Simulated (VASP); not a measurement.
HfN:

```
CELL_PARAMETERS angstrom
0.00000 2.45482 2.45482
2.45482 0.00000 2.45482
2.45482 2.45482 0.00000
ATOMIC_POSITIONS crystal
Hf 0.00000 0.00000 0.00000
N 0.25000 0.25000 0.25000
```

```yaml
Program: VASP 6.6.1
Task: relaxation of cell and atoms
Functional: PBEsol
Potentials_or_basis: VASP PAW PBE potentials, release 64 (Hf_pv, N)
Cutoff: 600 eV
k_mesh: 9 × 9 × 9
Occupations: fermi-dirac, width 0.05 eV
Spin: no spin polarisation
```

At the start: pressure -6.0 GPa; volume 14.79 Å³/atom.

Question: How do energy, volume and symmetry change on relaxing?

Answer: Over 3 steps the energy falls by 8.6 meV/atom and the volume is 14.35 Å³/atom (-3.0 %); space group F-43m (No. 216, to 0.05 Å).

The path:
| step | energy change (eV) | largest force (eV/Å) | pressure (GPa) | volume (Å³) |
| --- | --- | --- | --- | --- |
| 1 | 0.0000 | 0.0000 | -5.99 | 29.59 |
| 2 | 0.0313 | 0.0000 | 11.60 | 27.28 |
| 3 | -0.0173 | 0.0000 | -0.07 | 28.70 |

Final structure:
```xyz
2
Lattice="0.0000 2.4300 2.4300 2.4300 0.0000 2.4300 2.4300 2.4300 0.0000" Properties=species:S:1:pos:R:3 pbc="T T T"
Hf    0.0000    0.0000    0.0000
N     1.2150    1.2150    1.2150
```

Caveat: the PAW data sets were made with another functional, which shifts forces and pressure a little.
